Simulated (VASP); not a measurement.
Cu, 1 atom in the cell. The structure is tetragonal, space group I4/mmm (No. 139). Conventional cell: a = 2.886 Å, b = 2.886 Å, c = 2.752 Å, α = 90.00°, β = 90.00°, γ = 90.00°. Within 3.2 Å of Cu (site symmetry 4/mmm) lie 14 Cu at 2.46 to 2.89 Å. 

- Program: VASP 6.6.1
- Task: single point
- Functional: PBE
- Potentials or basis: VASP PAW PBE potentials, release 64 (Cu_sv_GW)
- Cutoff: 820 eV
- k mesh: 13 × 13 × 13
- Occupations: gaussian, width 0.018 eV
- Spin: no spin polarisation
- Dipole correction: no
- Further INCAR settings: ALGO = Normal; EDIFF = 1e-06; NBANDS = 16

Potentials or basis: VASP PAW PBE potentials, release 64 (Cu_sv_GW).

Run with:

```bash
$ cat potpaw_PBE.64/Cu_sv_GW/POTCAR > POTCAR
$ mpirun -np 1 vasp_std > vasp.out
```

Hardware: 1 thread of AMD EPYC 9R45 96-Core Processor (Zen 5) (shared host).

Question: How long does it take, and how much memory?

Answer: Run time: 39 s on 1 thread of AMD EPYC 9R45 96-Core Processor (Zen 5), with other jobs on the host, peak memory 0.18 GiB. Counts: scf iterations 11, k points 196.
